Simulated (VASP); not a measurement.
Ge:

```
Ge
1.0
     1.48805   -2.59469    0.00000
     1.48805    2.59469    0.00000
     0.00000    0.00000    4.72760
Ge
2
Direct
  0.66655 0.33345 0.25000
  0.33345 0.66655 0.75000
```

Base run:

* Program: VASP 6.6.1
* Functional: BLYP
* Potentials or basis: VASP PAW PBE potentials, release 64 (Ge_d)
* Cutoff: 520 eV
* k mesh: 10 × 10 × 5
* Occupations: fermi-dirac, width 0.05 eV
* Spin: no spin polarisation

Its results: band gap on the k mesh zero (band 14 reaches 14.14 eV, above the bottom of band 15 at 5.27 eV); pressure 11.0 GPa.

Problem. The run is repeated on the same cell with these changes: functional from BLYP to PBEsol. What comes out?

Solution. Band gap on the k mesh zero (band 14 reaches 13.73 eV, above the bottom of band 15 at 4.55 eV); pressure 0.0 GPa.

PBEsol binds more tightly than BLYP, so the same cell stands under less pressure.

Caveats: the PAW data sets were made with another functional, which shifts forces and pressure a little.
